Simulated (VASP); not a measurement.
# In (P-6m2) in VASP: notebook

The runs below take In through relaxation of cell and atoms, single point, with PBE.

All numbers are computed with VASP 6.6.1; they aren't measurements. Logs are shortened: lines on timing, memory, paths and dates and some standing lists are left out, and cuts for length are marked.

## Step 1: The cell of the first run

The structure is hexagonal, space group P-6m2 (No. 187). Conventional cell: a = 3.801 Å, b = 3.801 Å, c = 7.350 Å, α = 90.00°, β = 90.00°, γ = 120.00°. Within 3.9 Å of In (site symmetry 3m) lie 10 In at 2.96 to 3.80 Å. In (site symmetry -6m2) has 12 In at 3.10 to 3.80 Å within 4.1 Å.

The cell was generated, and may not be a known phase.

## Step 2: Relaxation of cell and atoms, PBE

INCAR reads:

```
SYSTEM = In
ALGO = Fast ; EDIFF = 1E-6
EDIFFG = -0.01 ; ENCUT = 600
GGA = PE ; IBRION = 2
ISIF = 3 ; ISMEAR = 0
LASPH = .TRUE. ; LCHARG = .FALSE.
LREAL = .FALSE. ; LWAVE = .FALSE.
NELM = 80 ; NSW = 100
PREC = Accurate ; SIGMA = 0.1
```

KPOINTS reads:

```
k-points
0
G
  12 12 6
  0 0 0
```

POSCAR reads:

```
In
1.0
    3.8006850097      0.0000000000      0.0000000000
   -1.9003425049      3.2914897702      0.0000000000
    0.0000000000      0.0000000000      7.3499125818
In
3
Direct
    0.6666666667      0.3333333333      0.7015152755
    0.6666666667      0.3333333333      0.2984847245
    0.0000000000      0.0000000000      0.0000000000
```

Potentials or basis: VASP PAW PBE potentials, release 64 (In_d).

The run is started by

```
> cat potpaw_PBE.64/In_d/POTCAR > POTCAR
> mpirun -np 1 vasp_std > vasp.out
```

OUTCAR:

```text
SYSTEM = In
   EDIFF = 1E-6
   EDIFFG = -0.01
   ENCUT = 600
   GGA = PE
   IBRION = 2
   ISIF = 3
   ISMEAR = 0
   LASPH = .TRUE.
   LREAL = .FALSE.
   NELM = 80
   NSW = 100
   PREC = Accurate

 ion  position               nearest neighbor table
   1  0.667  0.333  0.702-   2 2.96   3 3.10   3 3.10   3 3.10
   2  0.667  0.333  0.298-   1 2.96   3 3.10   3 3.10   3 3.10
   3  0.000  0.000  0.000-   1 3.10   2 3.10   1 3.10   2 3.10   1 3.10   2 3.10

  LATTYP: Found a hexagonal cell.
 ALAT       =     3.8006850097
 C/A-ratio  =     1.9338389167

  Lattice vectors:

 A1 = (   3.8006850097,   0.0000000000,   0.0000000000)
 A2 = (  -1.9003425049,   3.2914897702,   0.0000000000)
 A3 = (   0.0000000000,   0.0000000000,   7.3499125818)

Analysis of symmetry for initial positions (statically):
=====================================================================
 Subroutine PRICEL returns:
 Original cell was already a primitive cell.

 Routine SETGRP: Setting up the symmetry group for a
 hexagonal supercell.

 Subroutine GETGRP returns: Found 12 space group operations
 (whereof 12 operations were pure point group operations)
 out of a pool of 24 trial point group operations.

The static configuration has the point symmetry D_3h.

Analysis of symmetry for dynamics (positions and initial velocities):
=====================================================================
 Subroutine PRICEL returns:
 Original cell was already a primitive cell.

 Routine SETGRP: Setting up the symmetry group for a
 hexagonal supercell.

 Subroutine GETGRP returns: Found 12 space group operations
 (whereof 12 operations were pure point group operations)
 out of a pool of 24 trial point group operations.

The dynamic configuration has the point symmetry D_3h.

 Subroutine INISYM returns: Found 12 space group operations
 (whereof 12 operations are pure point group operations),
 and found     1 'primitive' translations

----------------------------------------------------------------------------------------

                                     Primitive cell

  volume of cell :      91.9468

  direct lattice vectors                    reciprocal lattice vectors
     3.800685010  0.000000000  0.000000000     0.263110465  0.151906898  0.000000000
    -1.900342505  3.291489770  0.000000000     0.000000000  0.303813796  0.000000000
     0.000000000  0.000000000  7.349912582     0.000000000  0.000000000  0.136056040

  length of vectors
     3.800685010  3.800685010  7.349912582     0.303813796  0.303813796  0.136056040

  position of ions in fractional coordinates (direct lattice)
     0.666666667  0.333333333  0.701515276
     0.666666667  0.333333333  0.298484724
     0.000000000  0.000000000  0.000000000

  ion indices of the primitive-cell ions
   primitive index   ion index
                 1           1
                 2           2
                 3           3

----------------------------------------------------------------------------------------

 KPOINTS: k-points

Automatic generation of k-mesh.
 Grid dimensions read from file:
 generate k-points for:   12   12    6

 Generating k-lattice:

  Cartesian coordinates                     Fractional coordinates (reciprocal lattice)
     0.021925872  0.012658908  0.000000000     0.083333333  0.000000000  0.000000000
     0.000000000  0.025317816  0.000000000     0.000000000  0.083333333  0.000000000
     0.000000000  0.000000000  0.022676007     0.000000000  0.000000000  0.166666667

  Length of vectors
     0.025317816  0.025317816  0.022676007

  Shift w.r.t. Gamma in fractional coordinates (k-lattice)
     0.000000000  0.000000000  0.000000000

 Subroutine IBZKPT returns following result:
 ===========================================

 Found     76 irreducible k-points:

 Following reciprocal coordinates:
            Coordinates               Weight
  0.000000  0.000000  0.000000      1.000000
  0.083333 -0.000000  0.000000      6.000000
  0.166667 -0.000000  0.000000      6.000000
  0.250000  0.000000  0.000000      6.000000
  0.333333  0.000000  0.000000      6.000000
  0.416667  0.000000  0.000000      6.000000
[... 16 lines left out ...]
  0.250000  0.000000  0.166667     12.000000
  0.333333  0.000000  0.166667     12.000000
 [... further k-points ...]
   k-points           NKPTS =     76   k-points in BZ     NKDIM =     76   number of bands    NBANDS=     23
   number of dos      NEDOS =    301   number of ions     NIONS =      3
   total plane-waves  NPLWV =  54000
   dimension x,y,z NGX =    30 NGY =   30 NGZ =   60
   dimension x,y,z NGXF=    60 NGYF=   60 NGZF=  120
   ions per type =               3
   NGX,Y,Z   is equivalent  to a cutoff of  13.12, 13.12, 13.57 a.u.
   NGXF,Y,Z  is equivalent  to a cutoff of  26.24, 26.24, 27.14 a.u.
 SYSTEM =  In
   PREC   = accura    normal or accurate (medium, high low for compatibility)
   ISTART =      0    job   : 0-new  1-cont  2-samecut
   ICHARG =      2    charge: 1-file 2-atom 10-const
   ISPIN  =      1    spin polarized calculation?
   LNONCOLLINEAR =      F non collinear calculations
   LSORBIT =      F    spin-orbit coupling
   LASPH  =      T    aspherical Exc in radial PAW
   ENCUT  =  600.0 eV  44.10 Ry    6.64 a.u.   7.59  7.59 14.68*2*pi/ulx,y,z
   NELM   =     80;   NELMIN=  2; NELMDL= -5     # of ELM steps
   EDIFF  = 0.1E-05   stopping-criterion for ELM
   LREAL  =      F    real-space projection
   EDIFFG = -.1E-01   stopping-criterion for IOM
   NSW    =    100    number of steps for IOM
   IBRION =      2    ionic relax: 0-MD 1-quasi-New 2-CG
   NFREE  =      1    steps in history (QN), initial steepest desc. (CG)
   ISIF   =      3    stress and relaxation
   ISYM   =      2    0-nonsym 1-usesym 2-fastsym
   POTIM  = 0.5000    time-step for ionic-motion
   TEBEG  =    0.0;   TEEND  =   0.0 temperature during run
   PSTRESS=    0.0 pullay stress
   NELECT =      39.0000    total number of electrons
   NUPDOWN=      -1.0000    fix difference up-down
   EMIN   =  10.00;   EMAX   =-10.00  energy-range for DOS
   EFERMI =   0.00;   METHOD = LEGACY
   ISMEAR =     0;   SIGMA  =   0.10  broadening in eV -4-tet -1-fermi 0-gaus
   EFERMI_NEDOS =   21; number of points for ismear=-14 and -15
   IALGO  =     68    algorithm
   IMIX   =      4    mixing-type and parameters
     AMIX     =   0.40;   BMIX     =  1.00
     AMIX_MAG =   1.60;   BMIX_MAG =  1.00
  volume/ion in A,a.u.               =      30.65       206.83
  Fermi-wavevector in a.u.,A,eV,Ry     =   1.230035  2.324429 20.585430  1.512986
  Thomas-Fermi vector in A             =   2.364899
   LORBIT       =      0    0 simple, 1 ext, 2 COOP (PROOUT), +10 PAW based schemes
   GGA     = PE    functional components
   LHFCALC =     F    Hartree Fock is set to
   AEXX    =    0.0000 exact exchange contribution
   IVDW    =     0    specifies the selected vdW correction
   LEPSILON=     F    determine dielectric tensor
   LRPA    =     F    only Hartree local field effects (RPA)
 conjugate gradient relaxation of ions
 non-spin polarized calculation
 RMM-DIIS sequential band-by-band and
 Gauss-broadening in eV      SIGMA  =   0.10
  energy-cutoff  :      600.00
  volume of cell :       91.95
 maximum number of plane-waves:      3114
   NGX = 15   NGY = 15   NGZ = 29

--------------------------------------- Ionic step        1  -------------------------------------------

 number of electron      38.9999989 magnetization

 Free energy of the ion-electron system (eV)
  ---------------------------------------------------
  ext. energy  EPLUGINS =         0.00000000
  ---------------------------------------------------
  free energy    TOTEN  =        -7.36230019 eV

  energy without entropy =       -7.35648664  energy(sigma->0) =       -7.35939342

------------------------ aborting loop because EDIFF is reached ----------------------------------------

  FORCE on cell =-STRESS in cart. coord.  units (eV):
  Direction    XX          YY          ZZ          XY          YZ          ZX
  --------------------------------------------------------------------------------------
  -------------------------------------------------------------------------------------
  Total       -0.2309243     -0.2309243      0.4273292      0.0000000     -0.0000000      0.0000000
  in kB       -4.0238666     -4.0238666      7.4462325      0.0000000     -0.0000000      0.0000000
  external PRESSURE =      -0.2005003 kB  Pullay stress =       0.0000000 kB
[... 92 lines left out ...]
  FREE ENERGIE OF THE ION-ELECTRON SYSTEM (eV)
  ---------------------------------------------------
  free  energy   TOTEN  =        -7.3968754796 eV

  energy  without entropy=       -7.3875941219  energy(sigma->0) =       -7.39223480

[... ionic steps 4 to 31 ...]

--------------------------------------- Ionic step       32  -------------------------------------------

 number of electron      39.0000010 magnetization

------------------------ aborting loop because EDIFF is reached ----------------------------------------

  FORCE on cell =-STRESS in cart. coord.  units (eV):
  Direction    XX          YY          ZZ          XY          YZ          ZX
  --------------------------------------------------------------------------------------
  -------------------------------------------------------------------------------------
  Total        0.0437261      0.0437261      0.0334043     -0.0000000      0.0000000     -0.0000000
  in kB        0.8326667      0.8326667      0.6361108     -0.0000000      0.0000000     -0.0000000
  external PRESSURE =       0.7671481 kB  Pullay stress =       0.0000000 kB
[... 59 lines left out ...]
  energy  without entropy=       -7.6162479674  energy(sigma->0) =       -7.62063523

--------------------------------------- Ionic step       34  -------------------------------------------

 number of electron      39.0000010 magnetization

 Free energy of the ion-electron system (eV)
  ---------------------------------------------------
  ext. energy  EPLUGINS =         0.00000000
  ---------------------------------------------------
  free energy    TOTEN  =        -7.62502417 eV

  energy without entropy =       -7.61624990  energy(sigma->0) =       -7.62063703

 E-fermi :   6.7444     XC(G=0):  -9.9036

 val. band max:        6.7341318472   @ k =   0.4167   0.0000   0.0000
 cond. band min:       6.7494238444   @ k =   0.2500   0.1667   0.1667
 fundamental gap:      0.0152919971
 Fermi energy:         6.7443963907

 k-point     1 :       0.0000    0.0000    0.0000
  band No.  band energies     occupation
      1      -8.0199      2.00000
      2      -7.8655      2.00000
      3      -7.8378      2.00000
      4      -7.8378      2.00000
      5      -7.8324      2.00000
      6      -7.8324      2.00000
[... 613 lines left out ...]
     22       9.2765      0.00000
     23      10.4623      0.00000

 [... further k-points ...]

------------------------ aborting loop because EDIFF is reached ----------------------------------------

  FORCE on cell =-STRESS in cart. coord.  units (eV):
  Direction    XX          YY          ZZ          XY          YZ          ZX
  --------------------------------------------------------------------------------------
  -------------------------------------------------------------------------------------
  Total        0.0236971      0.0236971      0.0111859     -0.0000000     -0.0000000     -0.0000000
  in kB        0.4511098      0.4511098      0.2129403     -0.0000000     -0.0000000     -0.0000000
  external PRESSURE =       0.3717200 kB  Pullay stress =       0.0000000 kB
[... 18 lines left out ...]
  FREE ENERGIE OF THE ION-ELECTRON SYSTEM (eV)
  ---------------------------------------------------
  free  energy   TOTEN  =        -7.6250241671 eV

  energy  without entropy=       -7.6162498966  energy(sigma->0) =       -7.62063703

 reached required accuracy - stopping structural energy minimisation
```

Run time: 38 min. Hardware: 1 thread of Intel Xeon 6975P-C (Granite Rapids), shared host; peak memory 0.34 GiB.

What came out:

```yaml
Free_energy: -7.6250 eV
Relaxed_volume: 28.05 Å³/atom
Relaxed_cell: a = 3.364 Å, b = 3.364 Å, c = 8.589 Å, α = 90.00°, β = 90.00°, γ = 120.00°
Space_group_after_relaxing_to_0.1_Å: P-6m2 (No. 187)
Energy_gained_by_relaxing: 87.6 meV/atom
Ionic_steps: 34
Pressure_after_relaxing: 0.0 GPa
Largest_force_after_relaxing: 0.004 eV/Å
Band_gap_on_the_k_mesh: zero (an odd number of electrons rules out a gap without spin polarisation)
```

Forces on the atoms (eV/Å):
```
In   0.000  0.000  0.004
In   0.000  0.000 -0.004
In   0.000  0.000  0.000
```

Step by step:
```tsv
step	energy change (eV)	largest force (eV/Å)	pressure (GPa)	volume (Å³)
1	0.0000	0.0714	-0.02	91.95
2	-0.0060	0.0915	-0.04	91.89
3	-0.0346	0.1768	-0.18	91.69
4	-0.1155	0.2298	-0.67	91.10
5	-0.2175	0.1765	-1.15	89.26
6	-0.1069	0.1368	1.79	83.20
7	-0.2342	0.1620	-1.07	88.49
8	-0.2404	0.1676	-0.90	87.61
9	-0.2473	0.1611	-0.16	85.25
10	-0.2473	0.1639	-0.46	85.40
11	-0.2473	0.1553	-0.13	85.32
12	-0.2496	0.1521	-0.22	85.21
13	-0.2561	0.1224	-0.05	84.88
14	-0.2617	0.0432	0.11	84.19
15	-0.2617	0.0516	0.10	84.21
16	-0.2621	0.0339	-0.03	84.48
17	-0.2622	0.0225	0.11	84.69
18	-0.2619	0.0038	-0.15	85.09
19	-0.2621	0.0159	-0.11	84.97
20	-0.2625	0.0014	-0.34	84.75
21	-0.2623	0.0353	0.03	84.06
22	-0.2626	0.0187	0.01	84.31
23	-0.2627	0.0089	-0.22	84.48
24	-0.2627	0.0236	-0.03	84.37
25	-0.2627	0.0111	-0.11	84.42
26	-0.2627	0.0188	-0.04	84.40
27	-0.2627	0.0131	-0.03	84.41
28	-0.2627	0.0085	-0.07	84.27
29	-0.2625	0.0109	0.09	83.84
30	-0.2627	0.0018	0.08	84.08
31	-0.2627	0.0077	-0.05	84.17
32	-0.2627	0.0014	0.08	84.14
33	-0.2627	0.0056	0.06	84.16
34	-0.2627	0.0041	0.04	84.16
```

Final structure:
```cif
data_structure
_symmetry_space_group_name_H-M 'P 1'
_symmetry_Int_Tables_number 1
_cell_length_a 3.3639
_cell_length_b 3.3639
_cell_length_c 8.5885
_cell_angle_alpha 90.000
_cell_angle_beta 90.000
_cell_angle_gamma 120.000
_cell_volume 84.16
loop_
_atom_site_label
_atom_site_type_symbol
_atom_site_fract_x
_atom_site_fract_y
_atom_site_fract_z
_atom_site_occupancy
In1 In 0.66667 0.33333 0.68034 1
In2 In 0.66667 0.33333 0.31966 1
In3 In 0.00000 0.00000 0.00000 1
```

Caveat: a cell axis changed by over 15 % at a fixed basis, so the end point is rough; spin-orbit coupling is left out, which moves the levels of the heavy elements.

[end of part 1 of 2]

The gap in the log of VASP goes by the Fermi energy; the results here count the filled bands.